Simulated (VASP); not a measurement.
**Si: relaxation of cell and atoms with r2SCAN**

The system is Si.

```xyz
2
Lattice="0.0000 2.7219 2.7219 2.7219 0.0000 2.7219 2.7219 2.7219 0.0000" Properties=species:S:1:pos:R:3 pbc="T T T"
Si    1.3609    1.3609    1.3609
Si    0.0000    0.0000    0.0000
```

```yaml
Program: VASP 6.6.1
Task: relaxation of cell and atoms
Functional: r2SCAN
Potentials_or_basis: VASP PAW PBE potentials, release 64 (Si)
Cutoff: 600 eV
k_mesh: 8 × 8 × 8
Occupations: gaussian, width 0.02 eV
Spin: no spin polarisation
Dipole_correction: no
Further_INCAR_settings: ALGO = Normal; EDIFF = 1e-06; IBRION = 2; EDIFFG = -0.01; NSW = 100; ISIF = 3
```

- Relaxed volume: 20.12 Å³/atom
- Relaxed cell: a = 3.847 Å, b = 3.847 Å, c = 3.847 Å, α = 60.00°, β = 60.00°, γ = 60.00°
- Space group after relaxing (to 0.1 Å): Fd-3m (No. 227)
- Energy gained by relaxing: 0.0 meV/atom
- Ionic steps: 3
- Pressure after relaxing: 0.0 GPa
- Band gap on the k mesh: 0.82 eV (least direct gap 2.76 eV)

Final structure:
```
CELL_PARAMETERS angstrom
0.00000 2.71995 2.71995
2.71995 0.00000 2.71995
2.71995 2.71995 0.00000
ATOMIC_POSITIONS crystal
Si 0.25000 0.25000 0.25000
Si 0.00000 0.00000 0.00000
```

Levels at points of the mesh, in eV from the valence-band top:
```tsv
k point	band 1	band 2	band 3	band 4	band 5	band 6	band 7	band 8
(0.00, 0.00, 0.00)	-12.49	0.00	0.00	0.00	2.76	2.76	2.76	3.93
(0.50, 0.00, 0.00)	-10.05	-7.24	-1.27	-1.27	1.87	3.59	3.59	8.33
(0.50, 0.50, 0.00)	-8.14	-8.14	-3.00	-3.00	0.93	0.93	10.84	10.84
```

It took 79 s on 1 thread of Intel(R) Xeon(R) Platinum 8259CL CPU @ 2.50GHz (Skylake/Cascade Lake), with other jobs on the host, peak memory 0.18 GiB.

Caveat: the PAW data sets were made with another functional, which shifts forces and pressure a little. A k mesh can miss the band edges.
